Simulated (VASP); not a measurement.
# MnS (F-43m) in VASP: notebook, part 2 of 2

VASP 6.6.1.

## Step 5: Single point, HF, collinear spin, ferromagnetic start

This run uses another cell than the first one, of 26.01 Å³/atom.

POSCAR reads:

```
MnS
1.0
    0.0000000000      2.9629720328      2.9629720328
    2.9629720328      0.0000000000      2.9629720328
    2.9629720328      2.9629720328      0.0000000000
Mn S
1 1
Direct
    0.0000000000      0.0000000000      0.0000000000
    0.7500000000      0.7500000000      0.7500000000
```

INCAR.step1 reads:

```
ALGO = Normal
EDIFF = 1E-5
ENCUT = 400
GGA = PE
GGA_COMPAT = False
ISIF = 2
ISMEAR = -1
ISPIN = 2
LASPH = True
LCHARG = False
LMAXMIX = 4
LORBIT = 11
LREAL = False
LWAVE = True
MAGMOM = 4 0
NBANDS = 20
NELM = 200
PREC = Accurate
SIGMA = 0.05
```

INCAR.step2 reads:

```
AEXX = 1.0
AGGAC = 0.0
ALDAC = 0.0
ALGO = Normal
EDIFF = 1E-6
ENCUT = 400
GGA = PE
GGA_COMPAT = False
ISIF = 2
ISMEAR = -1
ISPIN = 2
ISTART = 1
LASPH = True
LCHARG = False
LHFCALC = True
LMAXMIX = 4
LORBIT = 11
LREAL = False
LWAVE = False
MAGMOM = 4 0
NBANDS = 20
NELM = 200
PREC = Accurate
PRECFOCK = Normal
SIGMA = 0.05
```

KPOINTS reads:

```
k-points
0
Gamma
  5 5 5
```

Potentials or basis: VASP PAW PBE potentials, release 64 (Mn_pv, S).

The run is started by

```sh
$ cat potpaw_PBE.64/Mn_pv/POTCAR potpaw_PBE.64/S/POTCAR > POTCAR
$ cp INCAR.step1 INCAR
$ mpirun -np 1 vasp_std > vasp.out
$ cp INCAR.step2 INCAR
$ mpirun -np 1 vasp_std > vasp.out
```

OUTCAR:

```text
AEXX = 1.0
   EDIFF = 1E-6
   ENCUT = 400
   GGA = PE
   ISIF = 2
   ISMEAR = -1
   ISPIN = 2
   ISTART = 1
   LASPH = True
   LHFCALC = True
   LORBIT = 11
   LREAL = False
   NELM = 200
   PREC = Accurate
   PRECFOCK = Normal

 ion  position               nearest neighbor table
   1  0.000  0.000  0.000-   2 2.57   2 2.57   2 2.57   2 2.57
   2  0.750  0.750  0.750-   1 2.57   1 2.57   1 2.57   1 2.57

  LATTYP: Found a face centered cubic cell.
 ALAT       =     5.9259440656

  Lattice vectors:

 A1 = (   0.0000000000,   2.9629720328,   2.9629720328)
 A2 = (   2.9629720328,   0.0000000000,   2.9629720328)
 A3 = (   2.9629720328,   2.9629720328,   0.0000000000)

Analysis of symmetry for initial positions (statically):
=====================================================================
 Subroutine PRICEL returns:
 Original cell was already a primitive cell.

 Routine SETGRP: Setting up the symmetry group for a
 face centered cubic supercell.

 Subroutine GETGRP returns: Found 24 space group operations
 (whereof 24 operations were pure point group operations)
 out of a pool of 48 trial point group operations.

The static configuration has the point symmetry T_d .

Analysis of symmetry for dynamics (positions and initial velocities):
=====================================================================
 Subroutine PRICEL returns:
 Original cell was already a primitive cell.

 Routine SETGRP: Setting up the symmetry group for a
 face centered cubic supercell.

 Subroutine GETGRP returns: Found 24 space group operations
 (whereof 24 operations were pure point group operations)
 out of a pool of 48 trial point group operations.

The dynamic configuration has the point symmetry T_d .

Analysis of structural, dynamic, and magnetic symmetry:
=====================================================================
 Subroutine PRICEL returns:
 Original cell was already a primitive cell.

 Routine SETGRP: Setting up the symmetry group for a
 face centered cubic supercell.
[... 139 lines left out ...]
  ext. energy  EPLUGINS =         0.00000000
  ---------------------------------------------------
  free energy    TOTEN  =       -46.45466221 eV

  energy without entropy =      -46.45466221  energy(sigma->0) =      -46.45466221

 E-fermi :   0.3883     XC(G=0):   0.0000

 val. band max:       -0.7846116626   @ k =   0.0000   0.0000   0.0000
 cond. band min:       7.8040358790   @ k =   0.0000   0.0000   0.0000
 fundamental gap:      8.5886475416
 Fermi energy:         0.3883337375

 spin component 1

 k-point     1 :       0.0000    0.0000    0.0000
  band No.  band energies     occupation
      1     -66.5405      1.00000
      2     -66.5405      1.00000
      3     -66.5405      1.00000
      4     -17.4335      1.00000
      5      -9.7911      1.00000
      6      -9.7911      1.00000
[... 206 lines left out ...]
      6      -9.5250      1.00000
[... 12 lines left out ...]
     19      21.9022      0.00000
     20      22.4836      0.00000
 Fermi energy:         0.3883337375

 spin component 2

 k-point     1 :       0.0000    0.0000    0.0000
  band No.  band energies     occupation
      1     -53.2517      1.00000
      2     -53.2517      1.00000
      3     -53.2517      1.00000
      4     -17.3210      1.00000
      5      -2.4318      1.00000
      6      -2.4318      1.00000
[... 219 lines left out ...]
     19      22.4629      0.00000
     20      24.0943      0.00000

------------------------ aborting loop because EDIFF is reached ----------------------------------------

  FORCE on cell =-STRESS in cart. coord.  units (eV):
  Direction    XX          YY          ZZ          XY          YZ          ZX
  --------------------------------------------------------------------------------------
  -------------------------------------------------------------------------------------
  Total       -0.1804679     -0.1804679     -0.1804679     -0.0000000      0.0000000     -0.0000000
  in kB       -5.5577360     -5.5577360     -5.5577360     -0.0000000      0.0000000     -0.0000000
  external PRESSURE =      -5.5577360 kB  Pullay stress =       0.0000000 kB

 VOLUME and BASIS-vectors are now :
 -----------------------------------------------------------------------------
  energy-cutoff  :      400.00
  volume of cell :       52.03
      direct lattice vectors                 reciprocal lattice vectors
     0.000000000  2.962972033  2.962972033    -0.168749483  0.168749483  0.168749483
     2.962972033  0.000000000  2.962972033     0.168749483 -0.168749483  0.168749483
     2.962972033  2.962972033  0.000000000     0.168749483  0.168749483 -0.168749483

 POSITION                                       TOTAL-FORCE (eV/Angst)
 -----------------------------------------------------------------------------------
      0.00000      0.00000      0.00000         0.000000      0.000000      0.000000
      4.44446      4.44446      4.44446        -0.000000     -0.000000     -0.000000
 -----------------------------------------------------------------------------------
    total drift:                               -0.000010     -0.000022     -0.000001

  FREE ENERGIE OF THE ION-ELECTRON SYSTEM (eV)
  ---------------------------------------------------
  free  energy   TOTEN  =       -46.4546622145 eV

  energy  without entropy=      -46.4546622144  energy(sigma->0) =      -46.45466221

 total charge

# of ion       s       p       d       tot
------------------------------------------
    1        0.205   6.156   4.843  11.204
    2        1.290   2.527   0.000   3.817
--------------------------------------------------
tot          1.495   8.683   4.843  15.021

 magnetization (x)

# of ion       s       p       d       tot
------------------------------------------
    1        0.033   0.033   4.685   4.751
    2       -0.001  -0.030   0.000  -0.031
--------------------------------------------------
tot          0.032   0.003   4.685   4.721
```

OSZICAR.step1:

```text
N       E                     dE             d eps       ncg     rms          rms(c)
DAV:   1     0.103671869826E+03    0.10367E+03   -0.92992E+03   896   0.742E+02
DAV:   2    -0.899557483410E+01   -0.11267E+03   -0.10535E+03   856   0.218E+02
DAV:   3    -0.150413946992E+02   -0.60458E+01   -0.59784E+01   924   0.550E+01
DAV:   4    -0.151180485246E+02   -0.76654E-01   -0.76622E-01   908   0.637E+00
DAV:   5    -0.151194793398E+02   -0.14308E-02   -0.14308E-02   904   0.929E-01    0.986E+00
DAV:   6    -0.139158102647E+02    0.12037E+01   -0.60317E+00   908   0.257E+01    0.974E+00
DAV:   7    -0.139218164725E+02   -0.60062E-02   -0.73925E-01   880   0.879E+00    0.583E+00
DAV:   8    -0.139283343243E+02   -0.65179E-02   -0.35453E-02   900   0.154E+00    0.291E+00
DAV:   9    -0.139248869997E+02    0.34473E-02   -0.13143E-02   828   0.102E+00    0.329E-01
DAV:  10    -0.139255965169E+02   -0.70952E-03   -0.23233E-03   872   0.338E-01    0.203E-01
DAV:  11    -0.139258273346E+02   -0.23082E-03   -0.21943E-04   908   0.143E-01    0.142E-01
DAV:  12    -0.139259879023E+02   -0.16057E-03   -0.18237E-04   836   0.728E-02    0.728E-02
DAV:  13    -0.139260084182E+02   -0.20516E-04   -0.24429E-05   832   0.345E-02    0.223E-02
DAV:  14    -0.139260115158E+02   -0.30976E-05   -0.77019E-06   588   0.183E-02
   1 F= -.13926012E+02 E0= -.13925973E+02  d E =-.778254E-04  mag=     4.9998
```

Wall time 1.8 h (1 thread of AMD EPYC 7R13, shared host); peak memory 0.17 GiB.

What came out:

```
Free energy                                           : -46.4547 eV
Pressure                                              : -0.6 GPa
Band gap on the k mesh                                : 8.59 eV
Net moment                                            : 5.00 μB per cell
Site moments                                          : Mn +4.75; S -0.03 μB
Valence electrons inside the program's atomic spheres : Mn 11.20; S 3.82
```

Caveat: the PAW data sets were made with another functional, which shifts forces and pressure a little; a cell with one magnetic atom can't hold antiferromagnetic order, which such compounds often take.

## Step 6: Single point, LDA, collinear spin, ferromagnetic start

This run uses another cell than the first one, of 15.13 Å³/atom.

INCAR reads:

```
SYSTEM = MnS
ALGO = Normal
EDIFF = 1E-7
ENCUT = 520
ISIF = 2
ISMEAR = -1
ISPIN = 2
LASPH = .TRUE.
LCHARG = .TRUE.
LELF = .TRUE.
LMAXMIX = 4
LORBIT = 11
LREAL = .FALSE.
LVHAR = .TRUE.
LWAVE = .FALSE.
MAGMOM = 4 0
NBANDS = 20
NELM = 150
PREC = Accurate
SIGMA = 0.05
```

KPOINTS reads:

```
k-points
0
G
  9 9 9
  0 0 0
```

POSCAR reads:

```
MnS
1.0
    0.0000000000      2.4734634191      2.4734634191
    2.4734634191      0.0000000000      2.4734634191
    2.4734634191      2.4734634191      0.0000000000
Mn S
1 1
Direct
    0.0000000000      0.0000000000      0.0000000000
    0.7500000000      0.7500000000      0.7500000000
```

Potentials or basis: VASP PAW LDA potentials, release 64 (Mn_pv, S).

The run is started by

```sh
$ cat potpaw_LDA.64/Mn_pv/POTCAR potpaw_LDA.64/S/POTCAR > POTCAR
$ mpirun -np 1 vasp_std > vasp.out
```

OUTCAR:

```text
SYSTEM = MnS
   EDIFF = 1E-7
   ENCUT = 520
   ISIF = 2
   ISMEAR = -1
   ISPIN = 2
   LASPH = .TRUE.
   LORBIT = 11
   LREAL = .FALSE.
   NELM = 150
   PREC = Accurate

 ion  position               nearest neighbor table
   1  0.000  0.000  0.000-   2 2.14   2 2.14   2 2.14   2 2.14
   2  0.750  0.750  0.750-   1 2.14   1 2.14   1 2.14   1 2.14

  LATTYP: Found a face centered cubic cell.
 ALAT       =     4.9469268382

  Lattice vectors:

 A1 = (   0.0000000000,   2.4734634191,   2.4734634191)
 A2 = (   2.4734634191,   0.0000000000,   2.4734634191)
 A3 = (   2.4734634191,   2.4734634191,   0.0000000000)

Analysis of symmetry for initial positions (statically):
[... 1315 lines left out ...]

 VOLUME and BASIS-vectors are now :
 -----------------------------------------------------------------------------
  energy-cutoff  :      520.00
  volume of cell :       30.27
      direct lattice vectors                 reciprocal lattice vectors
     0.000000000  2.473463419  2.473463419    -0.202145702  0.202145702  0.202145702
     2.473463419  0.000000000  2.473463419     0.202145702 -0.202145702  0.202145702
     2.473463419  2.473463419  0.000000000     0.202145702  0.202145702 -0.202145702

 POSITION                                       TOTAL-FORCE (eV/Angst)
 -----------------------------------------------------------------------------------
      0.00000      0.00000      0.00000        -0.000000     -0.000000      0.000000
      3.71020      3.71020      3.71020         0.000000      0.000000     -0.000000
 -----------------------------------------------------------------------------------
    total drift:                               -0.000000     -0.000000     -0.000001

  FREE ENERGIE OF THE ION-ELECTRON SYSTEM (eV)
  ---------------------------------------------------
  free  energy   TOTEN  =       -15.5661374852 eV

  energy  without entropy=      -15.5440115978  energy(sigma->0) =      -15.55507454

 total charge

# of ion       s       p       d       tot
------------------------------------------
    1        0.355   6.310   5.390  12.054
    2        1.321   2.408   0.000   3.728
--------------------------------------------------
tot          1.675   8.718   5.390  15.783

 magnetization (x)

# of ion       s       p       d       tot
------------------------------------------
    1        0.000   0.000   0.003   0.003
    2       -0.000  -0.000   0.000  -0.000
--------------------------------------------------
tot          0.000  -0.000   0.003   0.003
```

Wall time 92 s (1 thread of Intel Xeon Platinum 8259CL at 2.50GHz (Skylake/Cascade Lake), shared host); peak memory 0.17 GiB.

Results:

- Free energy: -15.5661 eV
- Pressure: -6.8 GPa
- Net moment: 0.00 μB per cell
- Valence electrons inside the program's atomic spheres: Mn 12.05; S 3.73

Caveat: the cell stands under tension; the moments typed at the start vanished in this run; semilocal functionals often make such compounds metallic where correlation or magnetic order opens a gap, which also shifts bond lengths.

## Step 7: Overview

```tsv
task	level	cell	k mesh	cutoff (eV)	grid for exact exchange (PRECFOCK)	share of exact exchange	gap on the mesh (eV)	pressure (GPa)	moment (μB)
single point	RPBE+D4	a = 3.457 Å, angles 60.0°, 2 atoms	9 × 9 × 9	520	-	-	none	-0.2	0.18
relaxation of cell and atoms	RPBE+D4	relaxed from a = 3.498 Å, angles 60.0°, 2 atoms	9 × 9 × 9	600	-	-	none	0.0	0.18
single point	PBEsol	a = 3.567 Å, angles 60.0°, 2 atoms	9 × 9 × 9	520	-	-	none	-9.9	0.34
single point	HF	a = 4.190 Å, angles 60.0°, 2 atoms	5 × 5 × 5	400	Normal	1	8.59	-0.6	5.00
```

Alike in all rows: potentials or basis VASP PAW PBE potentials, release 64 (Mn_pv, S); spin collinear, ferromagnetic start; smearing fermi-dirac 0.05 eV.

Caveats: the PAW data sets were made with another functional, which shifts forces and pressure a little; semilocal functionals often make such compounds metallic where correlation or magnetic order opens a gap, which also shifts bond lengths (at least some runs); the cell stands under tension (at least some runs); a cell with one magnetic atom can't hold antiferromagnetic order, which such compounds often take (at least some runs).

Total energies depend on the potentials used, so only differences within one code and one set of settings carry meaning.

The gap in the log of VASP goes by the Fermi energy; the results here count the filled bands.